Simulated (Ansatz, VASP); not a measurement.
**Two plane-wave programs on Al**

```
Al
1.0
     0.00000    2.05171    1.96964
     2.05171    0.00000    1.96964
     2.05171    2.05171    0.00000
Al
1
Cartesian
  0.0000 0.0000 0.0000
```

Alike in both runs: task single point; functional PBE; k mesh 22 × 22 × 22; occupations gaussian, width 0.15 eV; no spin polarisation.

```csv
,VASP,Ansatz
version,VASP 6.6.1,Ansatz 0.2.0
potentials or method,"VASP PAW PBE potentials, release 64 (Al), cutoff 520 eV","scalar-relativistic, plane waves, PAW"
valence electrons in the cell,3,3
```

|  | VASP | Ansatz | Ansatz less VASP |
| --- | --- | --- | --- |
| gap on the k mesh at the Fermi level (eV) | none | none | - |
| pressure (GPa) | -0.3 | -0.3 | +0.04 |
| traceless stress, the component that is largest in VASP (GPa) | 1.50 | 1.50 | -0.002 |

A gap of «none» marks a metal or a gap that the smearing closes.
